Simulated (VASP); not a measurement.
# As2O (R-3m) in VASP: single point with PBE

Aim: the single point of As2O with PBE.

All numbers are computed with VASP 6.6.1; they aren't measurements. Logs are shortened: lines on timing, memory, paths and dates and some standing lists are left out, and cuts for length are marked.

## (1) The cell of the first run

The structure is trigonal, space group R-3m (No. 166). The conventional cell has a = 2.940 Å, b = 2.940 Å, c = 17.695 Å, α = 90.00°, β = 90.00°, γ = 120.00°. Within 3.2 Å of As (site symmetry 3m) lie 3 O at 2.36 Å and 9 As at 2.94 to 3.12 Å. O (site symmetry -3m) has 6 As at 2.36 Å and 6 O at 2.94 Å within 3.1 Å.

## (2) Single point, PBE

Contents of INCAR:

```
SYSTEM = As2O
PREC = Accurate
ENCUT = 520
EDIFF = 1E-6
ISMEAR = 0
SIGMA = 0.1
LREAL = .False.
LASPH = .True.
NELM = 100
ALGO = Normal
ISIF = 2
LWAVE = .False.
LCHARG = .True.
GGA = PE
LELF = .True.
LVHAR = .True.
NBANDS = 15
```

Contents of KPOINTS:

```
regular mesh
0
Gamma
  18 18 18
  0 0 0
```

Contents of POSCAR:

```
As2O
1.0
    1.4701248747      0.8487769921      5.8983182091
   -1.4701248747      0.8487769921      5.8983182091
    0.0000000000     -1.6975539842      5.8983182091
As O
2 1
Direct
    0.7593805264      0.7593805264      0.7593805264
    0.2406194736      0.2406194736      0.2406194736
    0.0000000000      0.0000000000      0.0000000000
```

Potentials or basis: VASP PAW PBE potentials, release 64 (As, O).

Run with:

```sh
$ cat potpaw_PBE.64/As/POTCAR potpaw_PBE.64/O/POTCAR > POTCAR
$ mpirun -np 1 vasp_std > vasp.out
```

OUTCAR:

```text
SYSTEM = As2O
   PREC = Accurate
   ENCUT = 520
   EDIFF = 1E-6
   ISMEAR = 0
   LREAL = .False.
   LASPH = .True.
   NELM = 100
   ISIF = 2
   GGA = PE

 ion  position               nearest neighbor table
   1  0.759  0.759  0.759-   3 2.36   3 2.36   3 2.36
   2  0.241  0.241  0.241-   3 2.36   3 2.36   3 2.36
   3  0.000  0.000  0.000-   1 2.36   2 2.36   1 2.36   1 2.36   2 2.36   2 2.36

  LATTYP: Found a trigonal (rhomboedric) cell.
 ALAT       =     6.1377395860
 COS(alpha) =     0.8852582336

  Lattice vectors:

 A1 = (   1.4701248747,   0.8487769921,   5.8983182091)
 A2 = (  -1.4701248747,   0.8487769921,   5.8983182091)
 A3 = (   0.0000000000,  -1.6975539842,   5.8983182091)

Analysis of symmetry for initial positions (statically):
=====================================================================
 Subroutine PRICEL returns:
 Original cell was already a primitive cell.

 Routine SETGRP: Setting up the symmetry group for a
 trigonal (rhombohedral) supercell.

 Subroutine GETGRP returns: Found 12 space group operations
 (whereof 12 operations were pure point group operations)
 out of a pool of 12 trial point group operations.

The static configuration has the point symmetry D_3d.

Analysis of symmetry for dynamics (positions and initial velocities):
=====================================================================
 Subroutine PRICEL returns:
 Original cell was already a primitive cell.

 Routine SETGRP: Setting up the symmetry group for a
 trigonal (rhombohedral) supercell.

 Subroutine GETGRP returns: Found 12 space group operations
 (whereof 12 operations were pure point group operations)
 out of a pool of 12 trial point group operations.

The dynamic configuration has the point symmetry D_3d.

 Subroutine INISYM returns: Found 12 space group operations
 (whereof 12 operations are pure point group operations),
 and found     1 'primitive' translations

----------------------------------------------------------------------------------------

                                     Primitive cell

  volume of cell :      44.1598

  direct lattice vectors                    reciprocal lattice vectors
     1.470124875  0.848776992  5.898318209     0.340107163  0.196360962  0.056513284
    -1.470124875  0.848776992  5.898318209    -0.340107163  0.196360962  0.056513284
     0.000000000 -1.697553984  5.898318209     0.000000000 -0.392721924  0.056513284

  length of vectors
     6.137739586  6.137739586  6.137739586     0.396767263  0.396767263  0.396767263

  position of ions in fractional coordinates (direct lattice)
     0.759380526  0.759380526  0.759380526
     0.240619474  0.240619474  0.240619474
     0.000000000  0.000000000  0.000000000

  ion indices of the primitive-cell ions
   primitive index   ion index
                 1           1
                 2           2
                 3           3

----------------------------------------------------------------------------------------

 KPOINTS: regular mesh

Automatic generation of k-mesh.
 Grid dimensions read from file:
 generate k-points for:   18   18   18

 Generating k-lattice:

  Cartesian coordinates                     Fractional coordinates (reciprocal lattice)
     0.018894842  0.010908942  0.003139627     0.055555556 -0.000000000 -0.000000000
    -0.018894842  0.010908942  0.003139627    -0.000000000  0.055555556 -0.000000000
     0.000000000 -0.021817885  0.003139627    -0.000000000 -0.000000000  0.055555556

  Length of vectors
     0.022042626  0.022042626  0.022042626

  Shift w.r.t. Gamma in fractional coordinates (k-lattice)
     0.000000000  0.000000000  0.000000000

 Subroutine IBZKPT returns following result:
 ===========================================

 Found    580 irreducible k-points:

 Following reciprocal coordinates:
            Coordinates               Weight
  0.000000  0.000000  0.000000      1.000000
  0.055556  0.000000  0.000000      6.000000
  0.111111  0.000000  0.000000      6.000000
  0.166667  0.000000  0.000000      6.000000
  0.222222  0.000000  0.000000      6.000000
  0.277778 -0.000000  0.000000      6.000000
[... 16 lines left out ...]
 -0.277778  0.055556 -0.000000     12.000000
 -0.222222  0.055556  0.000000     12.000000
 [... further k-points ...]
   k-points           NKPTS =    580   k-points in BZ     NKDIM =    580   number of bands    NBANDS=     15
   number of dos      NEDOS =    301   number of ions     NIONS =      3
   total plane-waves  NPLWV = 110592
   dimension x,y,z NGX =    48 NGY =   48 NGZ =   48
   dimension x,y,z NGXF=    96 NGYF=   96 NGZF=   96
   ions per type =               2   1
   NGX,Y,Z   is equivalent  to a cutoff of  13.00, 13.00, 13.00 a.u.
   NGXF,Y,Z  is equivalent  to a cutoff of  26.00, 26.00, 26.00 a.u.
 SYSTEM =  As2O
   PREC   = accura    normal or accurate (medium, high low for compatibility)
   ISTART =      0    job   : 0-new  1-cont  2-samecut
   ICHARG =      2    charge: 1-file 2-atom 10-const
   ISPIN  =      1    spin polarized calculation?
   LNONCOLLINEAR =      F non collinear calculations
   LSORBIT =      F    spin-orbit coupling
   LASPH  =      T    aspherical Exc in radial PAW
   ENCUT  =  520.0 eV  38.22 Ry    6.18 a.u.  11.41 11.41 11.41*2*pi/ulx,y,z
   NELM   =    100;   NELMIN=  2; NELMDL= -5     # of ELM steps
   EDIFF  = 0.1E-05   stopping-criterion for ELM
   LREAL  =      F    real-space projection
   EDIFFG = 0.1E-04   stopping-criterion for IOM
   NSW    =      0    number of steps for IOM
   IBRION =     -1    ionic relax: 0-MD 1-quasi-New 2-CG
   NFREE  =      0    steps in history (QN), initial steepest desc. (CG)
   ISIF   =      2    stress and relaxation
   ISYM   =      2    0-nonsym 1-usesym 2-fastsym
   POTIM  = 0.5000    time-step for ionic-motion
   TEBEG  =    0.0;   TEEND  =   0.0 temperature during run
   PSTRESS=    0.0 pullay stress
   NELECT =      16.0000    total number of electrons
   NUPDOWN=      -1.0000    fix difference up-down
   EMIN   =  10.00;   EMAX   =-10.00  energy-range for DOS
   EFERMI =   0.00;   METHOD = LEGACY
   ISMEAR =     0;   SIGMA  =   0.10  broadening in eV -4-tet -1-fermi 0-gaus
   EFERMI_NEDOS =   21; number of points for ismear=-14 and -15
   IALGO  =     38    algorithm
   IMIX   =      4    mixing-type and parameters
     AMIX     =   0.40;   BMIX     =  1.00
     AMIX_MAG =   1.60;   BMIX_MAG =  1.00
  volume/ion in A,a.u.               =      14.72        99.34
  Fermi-wavevector in a.u.,A,eV,Ry     =   1.167094  2.205487 18.532601  1.362108
  Thomas-Fermi vector in A             =   2.303598
   LORBIT       =      0    0 simple, 1 ext, 2 COOP (PROOUT), +10 PAW based schemes
   GGA     = PE    functional components
   LHFCALC =     F    Hartree Fock is set to
   AEXX    =    0.0000 exact exchange contribution
   IVDW    =     0    specifies the selected vdW correction
   LEPSILON=     F    determine dielectric tensor
   LRPA    =     F    only Hartree local field effects (RPA)
 non-spin polarized calculation
 Gauss-broadening in eV      SIGMA  =   0.10
  energy-cutoff  :      520.00
  volume of cell :       44.16
 maximum number of plane-waves:      1222
 NGX is ok and might be reduce to    48
   NGX = 23   NGY = 23   NGZ = 23

 number of electron      15.9999998 magnetization

 Free energy of the ion-electron system (eV)
  ---------------------------------------------------
  ext. energy  EPLUGINS =         0.00000000
  ---------------------------------------------------
  free energy    TOTEN  =       -13.80739515 eV

  energy without entropy =      -13.80126584  energy(sigma->0) =      -13.80433049

 E-fermi :   6.5276     XC(G=0): -11.0878

 val. band max:        6.5224999438   @ k =  -0.3333   0.3333   0.0556
 cond. band min:       6.5339018413   @ k =  -0.2222   0.5000   0.0556
 fundamental gap:      0.0114018975
 Fermi energy:         6.5275583159

 k-point     1 :       0.0000    0.0000    0.0000
  band No.  band energies     occupation
      1     -13.2553      2.00000
      2      -6.7789      2.00000
      3      -6.6007      2.00000
      4       3.2790      2.00000
      5       3.4995      2.00000
      6       3.9789      2.00000
      7       3.9789      2.00000
      8      11.0599      0.00000
      9      11.2841      0.00000
     10      11.2841      0.00000
     11      12.4929      0.00000
     12      12.4929      0.00000
     13      15.1494      0.00000
     14      17.6234      0.00000
     15      19.2657      0.00000

 k-point     2 :       0.0556    0.0000    0.0000
  band No.  band energies     occupation
      1     -13.2206      2.00000
      2      -6.7663      2.00000
      3      -6.4974      2.00000
      4       3.0275      2.00000
      5       3.3416      2.00000
      6       3.9464      2.00000
      7       4.3710      2.00000
      8      10.5577      0.00000
      9      11.1325      0.00000
     10      11.2096      0.00000
     11      12.0632      0.00000
     12      12.4089      0.00000
     13      15.2911      0.00000
     14      17.9177      0.00000
     15      18.6913      0.00000

 k-point     3 :       0.1111    0.0000    0.0000
  band No.  band energies     occupation
      1     -13.1188      2.00000
      2      -6.6755      2.00000
      3      -6.2433      2.00000
      4       2.4478      2.00000
      5       3.3205      2.00000
      6       3.8543      2.00000
      7       4.9044      2.00000
      8       9.4184      0.00000
      9      10.7359      0.00000
     10      10.9850      0.00000
     11      11.0043      0.00000
     12      12.1870      0.00000
     13      15.5655      0.00000
     14      17.3147      0.00000
     15      18.1372      0.00000

 k-point     4 :       0.1667    0.0000    0.0000
  band No.  band energies     occupation
      1     -12.9572      2.00000
      2      -6.4743      2.00000
      3      -5.8808      2.00000
      4       1.8502      2.00000
      5       3.2788      2.00000
      6       3.7167      2.00000
      7       5.3455      2.00000
      8       8.1577      0.00000
      9       9.6479      0.00000
     10      10.2131      0.00000
     11      10.6681      0.00000
     12      11.8889      0.00000
     13      15.6418      0.00000
     14      16.3662      0.00000
     15      17.7187      0.00000
[... 307 lines left out ...]
 k-point    22 :      -0.3333    0.0556   -0.0000
  band No.  band energies     occupation
      1     -12.1577      2.00000
      2      -4.9083      2.00000
      3      -4.1363      2.00000
      4       0.1798      2.00000
      5       1.4867      2.00000
      6       3.0120      2.00000
      7       4.7503      2.00000
      8       5.1413      2.00000
      9       6.9043      0.00000
     10       8.3253      0.00000
     11       9.9931      0.00000
     12      10.4870      0.00000
     13      14.6838      0.00000
     14      15.0866      0.00000
     15      17.1549      0.00000

 k-point    23 :      -0.2778    0.0556   -0.0000
  band No.  band energies     occupation
      1     -12.3789      2.00000
      2      -5.4099      2.00000
      3      -4.6769      2.00000
      4       0.5578      2.00000
      5       2.2412      2.00000
      6       3.1867      2.00000
      7       5.2685      2.00000
      8       6.0596      2.00000
      9       6.9623      0.00000
     10       8.6750      0.00000
     11       9.9541      0.00000
     12      10.7112      0.00000
     13      15.0273      0.00000
     14      15.3121      0.00000
     15      17.9927      0.00000

 k-point    24 :      -0.2222    0.0556    0.0000
  band No.  band energies     occupation
      1     -12.6149      2.00000
      2      -5.8531      2.00000
      3      -5.2223      2.00000
      4       1.0059      2.00000
      5       2.8762      2.00000
      6       3.3744      2.00000
      7       5.6112      2.00000
      8       6.9365      0.00000
      9       7.4168      0.00000
     10       9.1690      0.00000
     11      10.1795      0.00000
     12      11.0051      0.00000
     13      15.4974      0.00000
     14      15.6860      0.00000
     15      18.1051      0.00000

 [... further k-points ...]

------------------------ aborting loop because EDIFF is reached ----------------------------------------

  FORCE on cell =-STRESS in cart. coord.  units (eV):
  Direction    XX          YY          ZZ          XY          YZ          ZX
  --------------------------------------------------------------------------------------
  -------------------------------------------------------------------------------------
  Total       -0.0162584     -0.0162584     -0.0355353      0.0000000     -0.0000000      0.0000000
  in kB       -0.5898778     -0.5898778     -1.2892669      0.0000000     -0.0000000      0.0000000
  external PRESSURE =      -0.8230075 kB  Pullay stress =       0.0000000 kB

 VOLUME and BASIS-vectors are now :
 -----------------------------------------------------------------------------
  energy-cutoff  :      520.00
  volume of cell :       44.16
      direct lattice vectors                 reciprocal lattice vectors
     1.470124875  0.848776992  5.898318209     0.340107163  0.196360962  0.056513284
    -1.470124875  0.848776992  5.898318209    -0.340107163  0.196360962  0.056513284
     0.000000000 -1.697553984  5.898318209     0.000000000 -0.392721924  0.056513284

 POSITION                                       TOTAL-FORCE (eV/Angst)
 -----------------------------------------------------------------------------------
      0.00000      0.00000     13.43720         0.000000      0.000000     -0.005077
      0.00000      0.00000      4.25775         0.000000     -0.000000      0.005077
      0.00000      0.00000      0.00000         0.000000      0.000000      0.000000
 -----------------------------------------------------------------------------------
    total drift:                               -0.000000     -0.000000      0.000000

  FREE ENERGIE OF THE ION-ELECTRON SYSTEM (eV)
  ---------------------------------------------------
  free  energy   TOTEN  =       -13.8073951516 eV

  energy  without entropy=      -13.8012658353  energy(sigma->0) =      -13.80433049
```

Run time: 35 min. Hardware: 1 thread of AMD EPYC 7R43 (Zen 3), shared host; peak memory 0.55 GiB.

Results:

```yaml
Free_energy: -13.8074 eV
Pressure: -0.1 GPa
Largest_force: 0.005 eV/Å
Band_gap_on_the_k_mesh: zero (bands 8 and 9 overlap by 6.34 eV)
```

Forces in eV/Å, atoms in the order of the input:
```
As   0.000  0.000 -0.005
As   0.000  0.000  0.005
O    0.000  0.000  0.000
```
